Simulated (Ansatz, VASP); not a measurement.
B: VASP beside Ansatz

INCAR

```
ALGO = Normal ; EDIFF = 1E-6
EDIFFG = -0.04 ; ENCUT = 600
GGA = PS ; IBRION = 2
ISIF = 3 ; ISMEAR = 0
LASPH = True ; LCHARG = False
LREAL = False ; LWAVE = False
NELM = 60 ; NSW = 90
PREC = Accurate ; SIGMA = 0.1
```

File KPOINTS:

```
k-points
0
Gamma
  6 6 8
```

POSCAR

```
B
1.0
    3.5789488132      0.0000000000      0.0000000000
   -1.7894744066      3.0994605911      0.0000000000
    0.0000000000      0.0000000000      2.1940512290
B
3
Direct
    0.0000000000      0.0000000000      0.0000000000
    0.3333333333      0.6666666667      0.5000000000
    0.6666666667      0.3333333333      0.5000000000
```

Input for Ansatz:

```yaml
crystal:
  lattice:
    - [3.5789488132, 0.0, 0.0]
    - [-1.7894744066, 3.0994605911, 0.0]
    - [0.0, 0.0, 2.194051229]
  atoms:
    - { symbol: B, position: [0.0, 0.0, 0.0] }
    - { symbol: B, position: [0.3333333333, 0.6666666667, 0.5] }
    - { symbol: B, position: [0.6666666667, 0.3333333333, 0.5] }
basis:
  ecutwfc: 420
kpoints:
  mp_grid: { grid: [6, 6, 8] }
hamiltonian:
  xc: pbesol
scf:
  occupations: { method: gaussian, width: 0.1 }
  lower_state_search: "off"
output:
  forces: true
  stress: true
  eigenvalues: true
relax:
  adjacent_minimum: "off"
  f_tol: 0.04
  max_steps: 70
  cell: { stress_tol: 0.4 }
```

Alike in both runs: task relaxation of cell and atoms; functional PBEsol; k mesh 6 × 6 × 8; occupations gaussian, width 0.1 eV; no spin polarisation.

```csv
,VASP,Ansatz
version,VASP 6.6.1,Ansatz 0.2.0
potentials or method,"VASP PAW PBE potentials, release 64 (B), cutoff 600 eV","scalar-relativistic, plane waves, PAW"
valence electrons in the cell,9,9
```

Ansatz gave:

```
gap on the k mesh at the Fermi level, each at its own relaxed structure (eV) : none
relaxed volume (Å³/atom)                                                     : 6.13
relaxed cell length with the largest relative difference (Å)                 : 1.909
```

Q: Which values does VASP return?

A: gap on the k mesh at the Fermi level, each at its own relaxed structure (eV): none; relaxed volume (Å³/atom): 6.05; relaxed cell length with the largest relative difference (Å): 1.983.

VASP's potentials were made for PBE, not for PBEsol. A gap of «none» marks a metal or a gap that the smearing closes.

Noted on VASP's run: the volume moved by over 15 % at a fixed basis, so the end points are rough.
